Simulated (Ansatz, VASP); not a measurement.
# One calculation of HfB, two programs

```
Hf B
1.0
     0.00000    2.19450    2.25225
     2.19450    0.00000    2.25225
     2.19450    2.19450    0.00000
Hf B
1 1
Cartesian
  2.1945 2.1945 2.2523
  0.0000 0.0000 0.0000
```

Change from the starting cell: strain -0.050 along x and y, -0.025 along z, atoms carried along.

Alike in both runs: task single point; functional PBEsol; k mesh 18 × 18 × 18; occupations gaussian, width 0.15 eV; no spin polarisation.

|  | VASP | Ansatz |
| --- | --- | --- |
| version | VASP 6.6.1 | Ansatz 0.2.0 |
| potentials or method | VASP PAW PBE potentials, release 64 (Hf_pv, B), cutoff 500 eV | scalar-relativistic, plane waves, PAW |
| valence electrons in the cell | 13 | 29 |

```csv
,VASP,Ansatz,Ansatz less VASP
gap on the k mesh at the Fermi level (eV),none,none,-
pressure (GPa),68.4,65.8,-2.62
"traceless stress, the component that is largest in VASP (GPa)",-12.60,-12.34,+0.257
```

VASP's potentials were made for PBE, not for PBEsol. A gap of «none» marks a metal or a gap that the smearing closes. Both programs put the cell under a high pressure, so it lies far from rest at this level. VASP's potentials hold 13 valence electrons a cell and Ansatz's 29, so a difference there can come from the potentials and not from the codes.

Spin-orbit coupling is off throughout. Noted on VASP's run: the cell as given lies far from equilibrium.
